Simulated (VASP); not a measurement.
# MgO (R-3m) in VASP: notebook, part 2 of 2

VASP 6.6.1. The steps go on from the part before.

**3. Single point, PBE**

This run uses another cell than the first one, of the same volume but with other edges.

The input, INCAR:

```
SYSTEM = MgO
  PREC = Accurate
  ENCUT = 840
  EDIFF = 1E-6
  ISMEAR = 0
  SIGMA = 0.05
  LREAL = .False.
  LASPH = .True.
  NELM = 120
  ALGO = Normal
  ISIF = 2
  LWAVE = .False.
  LCHARG = .True.
  GGA = PE
  LELF = .True.
  LVHAR = .True.
  NBANDS = 15
  GGA_COMPAT = .False.
```

The input, KPOINTS:

```
Automatic mesh
0
Gamma
  10 10 10
  0 0 0
```

The input, POSCAR:

```
MgO
1.0
   -0.1020800456      2.0853495038      2.0853495038
    2.0853495038     -0.1020800456      2.0853495038
    2.0853495038      2.0853495038     -0.1020800456
Mg O
1 1
Direct
    0.0000000000      0.0000000000      0.0000000000
    0.5000000000      0.5000000000      0.5000000000
```

Potentials or basis: VASP PAW PBE potentials, release 64 (Mg_sv, O).

On the command line:

```console
$ cat potpaw_PBE.64/Mg_sv/POTCAR potpaw_PBE.64/O/POTCAR > POTCAR
$ mpirun -np 1 vasp_std > vasp.out
```

OUTCAR:

```text
SYSTEM = MgO
   PREC = Accurate
   ENCUT = 840
   EDIFF = 1E-6
   ISMEAR = 0
   LREAL = .False.
   LASPH = .True.
   NELM = 120
   ISIF = 2
   GGA = PE

 ion  position               nearest neighbor table
   1  0.000  0.000  0.000-
   2  0.500  0.500  0.500-

  LATTYP: Found a trigonal (rhomboedric) cell.
 ALAT       =     2.9508957016
 COS(alpha) =     0.4505091948

  Lattice vectors:

 A1 = (  -0.1020800456,   2.0853495038,   2.0853495038)
 A2 = (   2.0853495038,  -0.1020800456,   2.0853495038)
 A3 = (   2.0853495038,   2.0853495038,  -0.1020800456)

Analysis of symmetry for initial positions (statically):
=====================================================================
 Subroutine PRICEL returns:
 Original cell was already a primitive cell.

 Routine SETGRP: Setting up the symmetry group for a
 trigonal (rhombohedral) supercell.

 Subroutine GETGRP returns: Found 12 space group operations
 (whereof 12 operations were pure point group operations)
 out of a pool of 12 trial point group operations.

The static configuration has the point symmetry D_3d.

Analysis of symmetry for dynamics (positions and initial velocities):
[... 174 lines left out ...]
      7       2.4918      2.00000
      8       2.9636      2.00000
      9       6.9218      0.00000
     10      17.5289      0.00000
     11      17.5289      0.00000
     12      19.7530      0.00000
     13      21.8848      0.00000
     14      23.8213      0.00000
[... 401 lines left out ...]
      2     -36.6067      2.00000
      3     -36.5599      2.00000
      4     -36.5536      2.00000
      5     -13.2490      2.00000
      6      -0.8049      2.00000
      7       1.1970      2.00000
      8       1.8801      2.00000
      9      11.7678      0.00000
     10      12.6493      0.00000
     11      15.8510      0.00000
     12      19.9469      0.00000
     13      20.8982      0.00000
     14      27.0638      0.00000
     15      28.5084      0.00000

 [... further k-points ...]

------------------------ aborting loop because EDIFF is reached ----------------------------------------

  FORCE on cell =-STRESS in cart. coord.  units (eV):
  Direction    XX          YY          ZZ          XY          YZ          ZX
  --------------------------------------------------------------------------------------
  -------------------------------------------------------------------------------------
  Total       -0.1973641     -0.1973641     -0.1973641      0.7278509      0.7278509      0.7278509
  in kB      -16.2429003    -16.2429003    -16.2429003     59.9015201     59.9015201     59.9015201
  external PRESSURE =     -16.2429003 kB  Pullay stress =       0.0000000 kB

 VOLUME and BASIS-vectors are now :
 -----------------------------------------------------------------------------
  energy-cutoff  :      840.00
  volume of cell :       19.47
      direct lattice vectors                 reciprocal lattice vectors
    -0.102080046  2.085349504  2.085349504    -0.222843838  0.234313742  0.234313742
     2.085349504 -0.102080046  2.085349504     0.234313742 -0.222843838  0.234313742
     2.085349504  2.085349504 -0.102080046     0.234313742  0.234313742 -0.222843838

 POSITION                                       TOTAL-FORCE (eV/Angst)
 -----------------------------------------------------------------------------------
      0.00000      0.00000      0.00000         0.000000     -0.000000     -0.000000
      2.03431      2.03431      2.03431        -0.000000      0.000000      0.000000
 -----------------------------------------------------------------------------------
    total drift:                                0.000000      0.000000      0.000000

  FREE ENERGIE OF THE ION-ELECTRON SYSTEM (eV)
  ---------------------------------------------------
  free  energy   TOTEN  =       -11.8293784026 eV

  energy  without entropy=      -11.8293784026  energy(sigma->0) =      -11.82937840
```

stdout:

```text
POSCAR found type information on POSCAR MgO
 POSCAR found :  2 types and       2 ions
 scaLAPACK will be used
 LDA part: xc-table for (Slater+PW92), standard interpolation
 POSCAR, INCAR and KPOINTS ok, starting setup
 FFT: planning ... GRIDC
 FFT: planning ... GRID_SOFT
 FFT: planning ... GRID
 WAVECAR not read
 entering main loop
```

Wall time 47 s (1 thread of Intel Xeon Platinum 8259CL at 2.50GHz (Skylake/Cascade Lake), shared host); peak memory 0.2 GiB.

Results:

* Free energy: -11.8294 eV
* Pressure: -1.6 GPa
* Band gap on the k mesh: 3.96 eV

Levels at points of the mesh, in eV from the valence-band top:
```csv
k point,band 4,band 5,band 6,band 7,band 8,band 9,band 10,band 11,band 12,band 13
"(0.00, 0.00, 0.00)",-39.50,-17.36,-0.47,-0.47,0.00,3.96,14.57,14.57,16.79,18.92
"(0.50, 0.00, 0.00)",-39.50,-16.20,-4.84,-0.99,-0.64,7.42,11.51,15.49,16.50,20.21
"(0.50, 0.50, 0.00)",-39.52,-15.94,-4.21,-1.88,-1.31,8.38,9.62,12.25,17.52,18.63
"(0.50, 0.50, 0.50)",-39.51,-15.98,-4.49,-1.22,-1.22,6.89,12.58,14.59,14.59,19.36
```

**4. Single point, PBE**

This run uses another cell than the first one, of the same volume but with other edges.

The input, INCAR:

```
PREC     = Accurate       # precision mode
ENCUT    = 840            # plane-wave cutoff, eV
EDIFF    = 1E-6           # SCF threshold, eV
ISMEAR   = 0              # smearing method
SIGMA    = 0.05           # smearing width, eV
LREAL    = F              # projectors in reciprocal space
LASPH    = T              # aspherical terms in the spheres
NELM     = 120            # most SCF steps
ALGO     = Normal         # electronic algorithm
ISIF     = 2              # what is computed and relaxed
LWAVE    = F              # write WAVECAR
LCHARG   = F              # write CHGCAR
GGA      = PE             # functional
NBANDS   = 15             # bands
GGA_COMPAT= F
```

The input, KPOINTS:

```
regular mesh
0
Gamma
  10 10 10
```

The input, POSCAR:

```
MgO
1.0
    0.2679004103      2.2771534873      2.2771534873
    2.2771534873      0.2679004103      2.2771534873
    2.2771534873      2.2771534873      0.2679004103
Mg O
1 1
Direct
    0.0000000000      0.0000000000      0.0000000000
    0.5000000000      0.5000000000      0.5000000000
```

On the command line:

```console
$ cat potpaw_PBE.64/Mg_sv/POTCAR potpaw_PBE.64/O/POTCAR > POTCAR
$ mpirun -np 1 vasp_std > vasp.out
```

It took 29 s on 1 thread of Intel Xeon Platinum 8488C (Sapphire Rapids), shared host; peak memory 0.21 GiB.

The run converged. Its results:

* Free energy: -11.4467 eV
* Pressure: -0.9 GPa
* Band gap on the k mesh: 3.04 eV

Stress tensor (GPa, compression positive):
```
 -0.90 -21.07 -21.07
-21.07  -0.90 -21.07
-21.07 -21.07  -0.90
```

Levels at points of the mesh, in eV from the valence-band top:
```csv
k point,band 5,band 6,band 7,band 8,band 9,band 10,band 11,band 12
"(0.00, 0.00, 0.00)",-17.63,-1.61,0.00,0.00,3.04,12.74,16.62,16.62
"(0.50, 0.00, 0.00)",-16.23,-4.80,-1.87,-0.81,6.19,11.54,14.10,15.66
"(0.50, 0.50, 0.00)",-16.13,-4.46,-2.48,-1.11,7.19,10.24,11.20,17.37
"(0.50, 0.50, 0.50)",-16.79,-5.75,-0.35,-0.35,8.33,9.39,17.94,17.94
```

**5. Overview**

```tsv
cell	gap on the mesh (eV)	pressure (GPa)
a = 2.878 Å, angles 67.3°, 2 atoms	3.43	-1.6
a = 2.951 Å, angles 63.2°, 2 atoms	3.96	-1.6
a = 3.232 Å, angles 52.2°, 2 atoms	3.04	-0.9
```

Alike in all rows: task single point; level PBE; potentials or basis VASP PAW PBE potentials, release 64 (Mg_sv, O); no spin polarisation; k mesh 10 × 10 × 10; cutoff (eV) 840; smearing gaussian 0.05 eV.

Total energies depend on the potentials used, so only differences within one code and one set of settings carry meaning.
